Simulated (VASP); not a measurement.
# As (Fddd) in VASP: notebook, part 2 of 2

VASP 6.6.1.

## 3. Single point, PBE

This run uses another cell than the first one, of 25.01 Å³/atom.

INCAR reads:

```
SYSTEM = As
  PREC = Accurate
  ENCUT = 500
  EDIFF = 1E-6
  ISMEAR = 0
  SIGMA = 0.1
  LREAL = .False.
  LASPH = .True.
  NELM = 120
  ALGO = Normal
  ISIF = 2
  LWAVE = .False.
  LCHARG = .False.
  GGA = PE
  NBANDS = 12
  GGA_COMPAT = .False.
```

KPOINTS reads:

```
regular mesh
0
Gamma
  6 6 6
  0 0 0
```

POSCAR reads:

```
As
1.0
    0.0000000000      2.9895508776      3.5319412167
    2.3689725127      0.0000000000      3.5319412167
    2.3689725127      2.9895508776      0.0000000000
As
2
Direct
    0.0000000000      0.0000000000      0.0000000000
    0.2500000000      0.2500000000      0.2500000000
```

Potentials or basis: VASP PAW PBE potentials, release 64 (As).

The run is started by

```sh
$ cat potpaw_PBE.64/As/POTCAR > POTCAR
$ mpirun -np 1 vasp_std > vasp.out
```

Run time: 47 s. Hardware: 1 thread of Intel Xeon 8259CL, shared host; peak memory 0.15 GiB.

Results (log left out):

| Item | Value |
| --- | --- |
| Free energy | -8.8166 eV |
| Pressure | 0.3 GPa |
| Band gap on the k mesh | zero (bands 5 and 6 overlap by 3.66 eV) |

Stress tensor (GPa, compression positive):
```
0.03 0.00 0.00
0.00 0.43 0.00
0.00 0.00 0.35
```

Levels at points of the mesh, in eV from the Fermi level:
```csv
k point,band 3,band 4,band 5,band 6,band 7,band 8
"(0.00, 0.00, 0.00)",-3.52,-1.70,-0.73,0.27,1.40,2.21
"(0.50, 0.00, 0.00)",-4.10,-3.18,-1.90,1.90,2.41,4.49
"(0.50, 0.50, 0.00)",-2.89,-2.89,0.70,0.70,4.50,4.50
"(0.50, 0.00, 0.50)",-3.84,-3.84,-0.66,-0.66,3.53,3.53
"(0.00, 0.50, 0.50)",-5.22,-5.22,-1.39,-1.39,5.43,5.43
```

## 4. Relaxation of cell and atoms, PBE

INCAR reads:

```
PREC = Accurate ; ENCUT = 500
EDIFF = 1E-7 ; ISMEAR = 0
SIGMA = 0.1 ; LREAL = F
LASPH = T ; NELM = 120
ALGO = Normal ; ISIF = 3
LWAVE = F ; LCHARG = F
GGA = PE ; IBRION = 2
NSW = 90 ; EDIFFG = -0.04
GGA_COMPAT = F ; NELMIN = 4
```

KPOINTS reads:

```
regular mesh
0
Gamma
  6 6 6
```

POSCAR reads:

```
As
1.0
    0.0000000000      2.6829602200      3.4261282000
    2.4054316100      0.0000000000      3.4261282000
    2.4054316100      2.6829602200      0.0000000000
As
2
Direct
    0.0000000000      0.0000000000      0.0000000000
    0.2500000000      0.2500000000      0.2500000000
```

The run is started by

```sh
$ cat potpaw_PBE.64/As/POTCAR > POTCAR
$ mpirun -np 1 vasp_std > vasp.out
```

Run time: 3.4 min. Hardware: 1 thread of Intel Xeon 8259CL, shared host; peak memory 0.15 GiB.

It converged, with:

| Item | Value |
| --- | --- |
| Free energy | -8.8167 eV |
| Relaxed volume | 25.18 Å³/atom |
| Relaxed cell | a = 4.636 Å, b = 4.235 Å, c = 3.845 Å, α = 69.84°, β = 59.04°, γ = 51.12° |
| Space group after relaxing (to 0.1 Å) | Fddd (No. 70) |
| Energy gained by relaxing | 114.4 meV/atom |
| Ionic steps | 10 |
| Pressure after relaxing | 0.0 GPa |
| Band gap on the k mesh | zero (bands 5 and 6 overlap by 3.58 eV) |

Stress tensor (GPa, compression positive):
```
-0.14  0.00  0.00
 0.00  0.14  0.00
 0.00  0.00  0.14
```

Step by step:
```csv
step,energy change (eV),largest force (eV/Å),pressure (GPa),volume (Å³)
1,0.0000,0.0000,10.52,44.22
2,-0.1287,0.0000,-4.19,54.13
3,-0.1977,0.0000,0.07,50.07
4,-0.2080,0.0000,-0.06,50.35
5,-0.2240,0.0000,-0.44,51.10
6,-0.2253,0.0000,-0.53,51.32
7,-0.2255,0.0000,-0.57,51.40
8,-0.2270,0.0000,0.47,50.32
9,-0.2272,0.0000,0.19,50.61
10,-0.2289,0.0000,0.04,50.36
```

Final structure:
```xyz
2
Lattice="0.0000 3.0281 3.5107 2.3687 0.0000 3.5107 2.3687 3.0281 0.0000" Properties=species:S:1:pos:R:3 pbc="T T T"
As    4.7375    3.0281    3.5107
As    1.1844    1.5141    1.7554
```

Levels at points of the mesh, in eV from the Fermi level:
```csv
k point,band 1,band 2,band 3,band 4,band 5,band 6,band 7,band 8,band 9
"(0.00, 0.00, 0.00)",-14.14,-5.84,-3.42,-1.82,-0.75,0.23,1.43,2.15,5.53
"(0.50, 0.00, 0.00)",-12.51,-9.58,-4.06,-3.16,-1.97,1.84,2.35,4.50,7.67
"(0.50, 0.50, 0.00)",-11.61,-11.61,-2.94,-2.94,0.61,0.61,4.41,4.41,6.50
"(0.50, 0.00, 0.50)",-11.09,-11.09,-3.77,-3.77,-0.60,-0.60,3.54,3.54,6.00
"(0.00, 0.50, 0.50)",-10.60,-10.60,-5.23,-5.23,-1.38,-1.38,5.51,5.51,7.89
```

## 5. Single point, PBE

This run uses another cell than the first one, of 25.14 Å³/atom.

INCAR reads:

```
PREC = Accurate
ENCUT = 500
EDIFF = 1E-6
ISMEAR = 0
SIGMA = 0.1
LREAL = F
LASPH = T
NELM = 120
ALGO = Normal
ISIF = 2
LWAVE = F
LCHARG = T
GGA = PE
LELF = T
LVHAR = T
NBANDS = 12
GGA_COMPAT = F
```

KPOINTS reads:

```
Automatic mesh
0
Gamma
  16 16 16
```

POSCAR reads:

```
As
1.0
    0.0000000000      3.0435760424      3.5318369656
    2.3386554622      0.0000000000      3.5318369656
    2.3386554622      3.0435760424      0.0000000000
As
2
Direct
    0.0000000000      0.0000000000      0.0000000000
    0.2500000000      0.2500000000      0.2500000000
```

The run is started by

```sh
$ cat potpaw_PBE.64/As/POTCAR > POTCAR
$ mpirun -np 1 vasp_std > vasp.out
```

It took 9.4 min on 1 thread of Intel Xeon 8259CL, shared host; peak memory 0.39 GiB.

The run converged. Its results:

| Item | Value |
| --- | --- |
| Free energy | -8.8056 eV |
| Pressure | 0.1 GPa |
| Band gap on the k mesh | zero (bands 5 and 6 overlap by 3.69 eV) |

Stress tensor (GPa, compression positive):
```
0.07 0.00 0.00
0.00 0.14 0.00
0.00 0.00 0.21
```

Levels at points of the mesh, in eV from the Fermi level:
```
           k point  band 1  band 2  band 3  band 4  band 5  band 6  band 7  band 8  band 9  band 10
(0.00, 0.00, 0.00)  -14.06   -5.82   -3.39   -1.74   -0.62    0.29    1.57    2.30    5.63     5.68
(0.50, 0.00, 0.00)  -12.42   -9.52   -4.01   -3.15   -1.88    1.88    2.38    4.46    7.78     8.23
(0.50, 0.50, 0.00)  -11.55  -11.55   -2.80   -2.80    0.72    0.72    4.36    4.36    6.49     6.49
(0.50, 0.00, 0.50)  -11.02  -11.02   -3.64   -3.64   -0.52   -0.52    3.46    3.46    5.95     5.95
(0.00, 0.50, 0.50)  -10.51  -10.51   -5.19   -5.19   -1.34   -1.34    5.59    5.59    7.94     7.94
```

## 6. Relaxation of cell and atoms, PBE

This run uses another cell than the first one, of 25.01 Å³/atom.

INCAR reads:

```
ALGO = Normal ; EDIFF = 1E-7
EDIFFG = -0.01 ; ENCUT = 500
GGA = PE ; GGA_COMPAT = F
IBRION = 2 ; ISIF = 3
ISMEAR = 0 ; LASPH = T
LCHARG = F ; LREAL = F
LWAVE = F ; NELM = 120
NELMIN = 4 ; NSW = 100
PREC = Accurate ; SIGMA = 0.1
```

KPOINTS reads:

```
k-points
0
Gamma
  16 16 16
```

POSCAR reads:

```
As
1.0
    0.0000000000      2.9895508776      3.5319412167
    2.3689725127      0.0000000000      3.5319412167
    2.3689725127      2.9895508776      0.0000000000
As
2
Direct
    0.0000000000      0.0000000000      0.0000000000
    0.2500000000      0.2500000000      0.2500000000
```

Potentials or basis: VASP PAW PBE potentials, release 64 (As).

The run is started by

```sh
$ cat potpaw_PBE.64/As/POTCAR > POTCAR
$ mpirun -np 1 vasp_std > vasp.out
```

Wall time 34 min (1 thread of Intel Xeon 8259CL, shared host); peak memory 0.37 GiB.

It converged, with:

```
Free energy                           : -8.8057 eV
Relaxed volume                        : 25.22 Å³/atom
Relaxed cell                          : a = 4.665 Å, b = 4.239 Å, c = 3.844 Å, α = 70.30°, β = 58.82°, γ = 50.88°
Space group after relaxing (to 0.1 Å) : Fddd (No. 70)
Energy gained by relaxing             : 0.9 meV/atom
Ionic steps                           : 13
Pressure after relaxing               : 0.0 GPa
Band gap on the k mesh                : zero (bands 5 and 6 overlap by 3.67 eV)
```

Step by step:
```csv
step,energy change (eV),largest force (eV/Å),pressure (GPa),volume (Å³)
1,0.0000,0.0000,0.75,50.03
2,-0.0011,0.0000,-0.35,50.88
3,-0.0015,0.0000,0.01,50.59
4,-0.0015,0.0000,0.00,50.60
5,-0.0016,0.0000,-0.01,50.61
6,-0.0016,0.0000,-0.03,50.65
7,-0.0017,0.0000,-0.05,50.72
8,-0.0017,0.0000,0.00,50.66
9,-0.0018,0.0000,0.03,50.61
10,-0.0018,0.0000,0.10,50.50
11,-0.0018,0.0000,0.10,50.49
12,-0.0018,0.0000,0.07,50.48
13,-0.0019,0.0000,0.01,50.44
```

Final structure:
```
As
1.0
     0.00000    3.04666    3.53218
     2.34356    0.00000    3.53218
     2.34356    3.04666    0.00000
As
2
Direct
  0.00000 0.00000 0.00000
  0.25000 0.25000 0.25000
```

Levels at points of the mesh, in eV from the Fermi level:
```csv
k point,band 3,band 4,band 5,band 6,band 7,band 8
"(0.00, 0.00, 0.00)",-3.37,-1.74,-0.63,0.29,1.57,2.29
"(0.50, 0.00, 0.00)",-3.99,-3.14,-1.88,1.88,2.38,4.45
"(0.50, 0.50, 0.00)",-2.80,-2.80,0.71,0.71,4.35,4.35
"(0.50, 0.00, 0.50)",-3.63,-3.63,-0.52,-0.52,3.47,3.47
"(0.00, 0.50, 0.50)",-5.18,-5.18,-1.33,-1.33,5.57,5.57
```

## 7. Overview

```csv
task,cell,k mesh,gap on the mesh (eV),pressure (GPa),relaxed volume (Å³/atom)
single point,"a = 4.352, b = 4.186, c = 3.603 Å, angles 67.4, 62.7, 49.9°, 2 atoms",6 × 6 × 6,none,10.5,-
single point,"a = 4.627, b = 4.253, c = 3.814 Å, angles 69.8, 59.6, 50.7°, 2 atoms",6 × 6 × 6,none,0.3,-
relaxation of cell and atoms,"relaxed from a = 4.352, b = 4.186, c = 3.603 Å, angles 67.4, 62.7, 49.9°, 2 atoms",6 × 6 × 6,none,0.0,25.18
single point,"a = 4.662, b = 4.236, c = 3.838 Å, angles 70.3, 58.8, 50.8°, 2 atoms",16 × 16 × 16,none,0.1,-
relaxation of cell and atoms,"relaxed from a = 4.627, b = 4.253, c = 3.814 Å, angles 69.8, 59.6, 50.7°, 2 atoms",16 × 16 × 16,none,0.0,25.22
```

Alike in all rows: level PBE; potentials or basis VASP PAW PBE potentials, release 64 (As); no spin polarisation; cutoff (eV) 500; smearing gaussian 0.1 eV.

Caveats: the cell stands under pressure (at least some runs).

Absolute energies hang on the potentials; compare differences alone.
